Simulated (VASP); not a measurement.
# Na4Be4H13 (a cell with a defect) in VASP: single point with LDA

Aim: the single point of Na4Be4H13 (a cell with a defect) with LDA.

All numbers are computed with VASP 6.6.1; they aren't measurements. Logs are shortened: lines on timing, memory, paths and dates and some standing lists are left out, and cuts for length are marked.

## Step 1: The cell of the first run

The cell holds a defect, 21 atoms: a = 6.686 Å, b = 6.686 Å, c = 3.343 Å, α = 90.00°, β = 90.00°, γ = 90.00°.

## Step 2: Single point, LDA

The input, INCAR:

```
SYSTEM = Na4Be4H13
ALGO = Normal ; EDIFF = 1E-6
ENCUT = 520 ; GGA_COMPAT = .FALSE.
ISIF = 2 ; ISMEAR = -1
LASPH = .TRUE. ; LCHARG = .TRUE.
LELF = .TRUE. ; LREAL = .FALSE.
LVHAR = .TRUE. ; LWAVE = .FALSE.
NBANDS = 40 ; NELECT = 50.0
NELM = 120 ; PREC = Accurate
SIGMA = 0.02
```

The input, KPOINTS:

```
Automatic mesh
0
Gamma
  1 1 2
  0.5 0.5 0.5
```

The input, POSCAR:

```
Na4Be4H13
1.0
    6.6857840000      0.0000000000      0.0000000000
    0.0000000000      6.6857840000      0.0000000000
    0.0000000000      0.0000000000      3.3428920000
Na Be H
4 4 13
Direct
    0.2500000000      0.2500000000      0.5000000000
    0.2500000000      0.7500000000      0.5000000000
    0.7500000000      0.2500000000      0.5000000000
    0.7500000000      0.7500000000      0.5000000000
    0.0000000000      0.0000000000      0.0000000000
    0.0000000000      0.5000000000      0.0000000000
    0.5000000000      0.0000000000      0.0000000000
    0.5000000000      0.5000000000      0.0000000000
    0.2500000000      0.0000000000      0.0000000000
    0.0000000000      0.2500000000      0.0000000000
    0.0000000000      0.0000000000      0.5000000000
    0.2500000000      0.5000000000      0.0000000000
    0.0000000000      0.7500000000      0.0000000000
    0.0000000000      0.5000000000      0.5000000000
    0.7500000000      0.0000000000      0.0000000000
    0.5000000000      0.2500000000      0.0000000000
    0.5000000000      0.0000000000      0.5000000000
    0.7500000000      0.5000000000      0.0000000000
    0.5000000000      0.7500000000      0.0000000000
    0.5000000000      0.5000000000      0.5000000000
    0.0000000000      0.2500000000      0.5000000000
```

Potentials or basis: VASP PAW LDA potentials, release 64 (Na_pv, Be, H).

Command:

```
cat potpaw_LDA.64/Na_pv/POTCAR potpaw_LDA.64/Be/POTCAR potpaw_LDA.64/H/POTCAR > POTCAR
mpirun -np 1 vasp_std > vasp.out
```

OUTCAR:

```text
SYSTEM = Na4Be4H13
   EDIFF = 1E-6
   ENCUT = 520
   ISIF = 2
   ISMEAR = -1
   LASPH = .TRUE.
   LREAL = .FALSE.
   NELECT = 50.0
   NELM = 120
   PREC = Accurate

 ion  position               nearest neighbor table
   1  0.250  0.250  0.500-  21 1.67
   2  0.250  0.750  0.500-
   3  0.750  0.250  0.500-  21 1.67
   4  0.750  0.750  0.500-
   5  0.000  0.000  0.000-
   6  0.000  0.500  0.000-
   7  0.500  0.000  0.000-
   8  0.500  0.500  0.000-
   9  0.250  0.000  0.000-
[... 9 lines left out ...]
  19  0.500  0.750  0.000-
  20  0.500  0.500  0.500-
  21  0.000  0.250  0.500-   1 1.67   3 1.67

  LATTYP: Found a simple tetragonal cell.
 ALAT       =     6.6857840000
 C/A-ratio  =     0.5000000000

  Lattice vectors:

 A1 = (   6.6857840000,   0.0000000000,   0.0000000000)
 A2 = (   0.0000000000,   6.6857840000,   0.0000000000)
 A3 = (   0.0000000000,   0.0000000000,   3.3428920000)

Analysis of symmetry for initial positions (statically):
=====================================================================
 Subroutine PRICEL returns:
 Original cell was already a primitive cell.

 Routine SETGRP: Setting up the symmetry group for a
 simple tetragonal supercell.

 Subroutine GETGRP returns: Found  8 space group operations
 (whereof  4 operations were pure point group operations)
 out of a pool of 16 trial point group operations.

The static configuration has the point symmetry C_2v.
 The point group associated with its full space group is D_2h.

Analysis of symmetry for dynamics (positions and initial velocities):
=====================================================================
 Subroutine PRICEL returns:
 Original cell was already a primitive cell.

 Routine SETGRP: Setting up the symmetry group for a
 simple tetragonal supercell.

 Subroutine GETGRP returns: Found  8 space group operations
 (whereof  4 operations were pure point group operations)
 out of a pool of 16 trial point group operations.

The dynamic configuration has the point symmetry C_2v.
 The point group associated with its full space group is D_2h.

 Subroutine INISYM returns: Found  8 space group operations
 (whereof  4 operations are pure point group operations),
 and found     1 'primitive' translations

----------------------------------------------------------------------------------------

                                     Primitive cell

  volume of cell :     149.4263

  direct lattice vectors                    reciprocal lattice vectors
     6.685784000  0.000000000  0.000000000     0.149571090  0.000000000  0.000000000
     0.000000000  6.685784000  0.000000000     0.000000000  0.149571090  0.000000000
     0.000000000  0.000000000  3.342892000     0.000000000  0.000000000  0.299142180

  length of vectors
     6.685784000  6.685784000  3.342892000     0.149571090  0.149571090  0.299142180

  position of ions in fractional coordinates (direct lattice)
     0.250000000  0.250000000  0.500000000
     0.250000000  0.750000000  0.500000000
     0.750000000  0.250000000  0.500000000
     0.750000000  0.750000000  0.500000000
     0.000000000  0.000000000  0.000000000
     0.000000000  0.500000000  0.000000000
[... 13 lines left out ...]
     0.500000000  0.500000000  0.500000000
     0.000000000  0.250000000  0.500000000

  ion indices of the primitive-cell ions
   primitive index   ion index
                 1           1
                 2           2
                 3           3
                 4           4
                 5           5
                 6           6
[... 13 lines left out ...]
                20          20
                21          21

----------------------------------------------------------------------------------------

 KPOINTS: Automatic mesh

Automatic generation of k-mesh.
 Grid dimensions read from file:
 generate k-points for:    1    1    2

 Generating k-lattice:

  Cartesian coordinates                     Fractional coordinates (reciprocal lattice)
     0.149571090  0.000000000  0.000000000     1.000000000  0.000000000  0.000000000
     0.000000000  0.149571090  0.000000000     0.000000000  1.000000000  0.000000000
     0.000000000  0.000000000  0.149571090     0.000000000  0.000000000  0.500000000

  Length of vectors
     0.149571090  0.149571090  0.149571090

  Shift w.r.t. Gamma in fractional coordinates (k-lattice)
     0.500000000  0.500000000  0.500000000

 Subroutine IBZKPT returns following result:
 ===========================================

 Found      1 irreducible k-points:

 Following reciprocal coordinates:
            Coordinates               Weight
  0.500000  0.500000  0.250000      2.000000
   k-points           NKPTS =      1   k-points in BZ     NKDIM =      1   number of bands    NBANDS=     40
   number of dos      NEDOS =    301   number of ions     NIONS =     21
   total plane-waves  NPLWV =  70000
   dimension x,y,z NGX =    50 NGY =   50 NGZ =   28
   dimension x,y,z NGXF=   100 NGYF=  100 NGZF=   56
   ions per type =               4   4  13
   NGX,Y,Z   is equivalent  to a cutoff of  12.43, 12.43, 13.92 a.u.
   NGXF,Y,Z  is equivalent  to a cutoff of  24.87, 24.87, 27.85 a.u.
 SYSTEM =  Na4Be4H13
   PREC   = accura    normal or accurate (medium, high low for compatibility)
   ISTART =      0    job   : 0-new  1-cont  2-samecut
   ICHARG =      2    charge: 1-file 2-atom 10-const
   ISPIN  =      1    spin polarized calculation?
   LNONCOLLINEAR =      F non collinear calculations
   LSORBIT =      F    spin-orbit coupling
   LASPH  =      T    aspherical Exc in radial PAW
   ENCUT  =  520.0 eV  38.22 Ry    6.18 a.u.  12.43 12.43  6.22*2*pi/ulx,y,z
   NELM   =    120;   NELMIN=  2; NELMDL= -5     # of ELM steps
   EDIFF  = 0.1E-05   stopping-criterion for ELM
   LREAL  =      F    real-space projection
   EDIFFG = 0.1E-04   stopping-criterion for IOM
   NSW    =      0    number of steps for IOM
   IBRION =     -1    ionic relax: 0-MD 1-quasi-New 2-CG
   NFREE  =      0    steps in history (QN), initial steepest desc. (CG)
   ISIF   =      2    stress and relaxation
   ISYM   =      2    0-nonsym 1-usesym 2-fastsym
   POTIM  = 0.5000    time-step for ionic-motion
   TEBEG  =    0.0;   TEEND  =   0.0 temperature during run
   PSTRESS=    0.0 pullay stress
   NELECT =      50.0000    total number of electrons
   NUPDOWN=      -1.0000    fix difference up-down
   EMIN   =  10.00;   EMAX   =-10.00  energy-range for DOS
   EFERMI =   0.00;   METHOD = LEGACY
   ISMEAR =    -1;   SIGMA  =   0.02  broadening in eV -4-tet -1-fermi 0-gaus
   EFERMI_NEDOS =   21; number of points for ismear=-14 and -15
   IALGO  =     38    algorithm
   IMIX   =      4    mixing-type and parameters
     AMIX     =   0.40;   BMIX     =  1.00
     AMIX_MAG =   1.60;   BMIX_MAG =  1.00
  volume/ion in A,a.u.               =       7.12        48.02
  Fermi-wavevector in a.u.,A,eV,Ry     =   1.136552  2.147771 17.575319  1.291750
  Thomas-Fermi vector in A             =   2.273257
   LORBIT       =      0    0 simple, 1 ext, 2 COOP (PROOUT), +10 PAW based schemes
   GGA     = CA    functional components
   LHFCALC =     F    Hartree Fock is set to
   AEXX    =    0.0000 exact exchange contribution
   IVDW    =     0    specifies the selected vdW correction
   LEPSILON=     F    determine dielectric tensor
   LRPA    =     F    only Hartree local field effects (RPA)
 non-spin polarized calculation
  energy-cutoff  :      520.00
  volume of cell :      149.43
 maximum number of plane-waves:      4012
 NGX is ok and might be reduce to    48
   NGX = 25   NGY = 25   NGZ = 13

 number of electron      49.9999938 magnetization

 Free energy of the ion-electron system (eV)
  ---------------------------------------------------
  ext. energy  EPLUGINS =         0.00000000
  ---------------------------------------------------
  free energy    TOTEN  =       -64.36389229 eV

  energy without entropy =      -64.36389229  energy(sigma->0) =      -64.36389229

 E-fermi :   3.8161     XC(G=0):  -9.9315

 val. band max:        3.3563660359   @ k =   0.5000   0.5000   0.2500
 cond. band min:       4.2805465253   @ k =   0.5000   0.5000   0.2500
 fundamental gap:      0.9241804894
 Fermi energy:         3.8161050007

 k-point     1 :       0.5000    0.5000    0.2500
  band No.  band energies     occupation
      1     -21.7350      2.00000
      2     -21.7340      2.00000
      3     -21.7248      2.00000
      4     -21.7246      2.00000
      5     -21.7244      2.00000
      6     -21.7219      2.00000
[... 29 lines left out ...]
     36       9.6335      0.00000
     37       9.6866      0.00000
 [bands above 37 left out]

------------------------ aborting loop because EDIFF is reached ----------------------------------------

  FORCE on cell =-STRESS in cart. coord.  units (eV):
  Direction    XX          YY          ZZ          XY          YZ          ZX
  --------------------------------------------------------------------------------------
  -------------------------------------------------------------------------------------
  Total       10.6225936      3.6958804      3.1523953      0.0000000      0.0000000      0.0000000
  in kB      113.8974808     39.6279365     33.8005857      0.0000000      0.0000000      0.0000000
  external PRESSURE =      62.4420010 kB  Pullay stress =       0.0000000 kB

 VOLUME and BASIS-vectors are now :
 -----------------------------------------------------------------------------
  energy-cutoff  :      520.00
  volume of cell :      149.43
      direct lattice vectors                 reciprocal lattice vectors
     6.685784000  0.000000000  0.000000000     0.149571090  0.000000000  0.000000000
     0.000000000  6.685784000  0.000000000     0.000000000  0.149571090  0.000000000
     0.000000000  0.000000000  3.342892000     0.000000000  0.000000000  0.299142180

 POSITION                                       TOTAL-FORCE (eV/Angst)
 -----------------------------------------------------------------------------------
      1.67145      1.67145      1.67145         1.567723      0.000000      0.000000
      1.67145      5.01434      1.67145        -0.407925      0.000000      0.000000
      5.01434      1.67145      1.67145        -1.567723      0.000000      0.000000
      5.01434      5.01434      1.67145         0.407925      0.000000      0.000000
      0.00000      0.00000      0.00000         0.000000      0.437292      0.000000
      0.00000      3.34289      0.00000         0.000000     -0.437292      0.000000
[... 13 lines left out ...]
      3.34289      3.34289      1.67145         0.000000      0.019962      0.000000
      0.00000      1.67145      1.67145         0.000000      0.000000      0.000000
 -----------------------------------------------------------------------------------
    total drift:                                0.000000     -0.000000      0.000000

  FREE ENERGIE OF THE ION-ELECTRON SYSTEM (eV)
  ---------------------------------------------------
  free  energy   TOTEN  =       -64.3638922886 eV

  energy  without entropy=      -64.3638922885  energy(sigma->0) =      -64.36389229
```

Wall time 17 s (1 thread of AMD EPYC 7R43 (Zen 3), shared host); peak memory 0.15 GiB.

Results:

| Item | Value |
| --- | --- |
| Free energy | -64.3639 eV |
| Largest force | 1.568 eV/Å |

Forces in eV/Å, atoms in the order of the input:
```
Na   1.568  0.000  0.000
Na  -0.408  0.000  0.000
Na  -1.568  0.000  0.000
Na   0.408  0.000  0.000
Be   0.000  0.437  0.000
Be   0.000 -0.437  0.000
Be   0.000  0.404  0.000
Be   0.000 -0.404  0.000
H    0.404  0.105  0.000
H    0.000  0.000  0.000
H    0.000 -0.598  0.000
H    0.404 -0.105  0.000
H    0.000  0.000  0.000
H    0.000  0.598  0.000
H   -0.404  0.105  0.000
H    0.000  0.000  0.000
H    0.000 -0.020  0.000
H   -0.404 -0.105  0.000
H    0.000  0.000  0.000
H    0.000  0.020  0.000
H    0.000  0.000  0.000
```

Levels at points of the mesh, in eV from the Fermi level:
```tsv
k point	band 23	band 24	band 25	band 26	band 27	band 28
(0.50, 0.50, 0.25)	-4.39	-4.39	-0.46	0.46	0.50	0.76
```

Caveat: the k points lie up to 0.94 Å⁻¹ apart; the cell carries a net charge on a neutralising background, which shifts energy and pressure; the cell is charged against a uniform background, so pressure and absolute levels hang on convention.
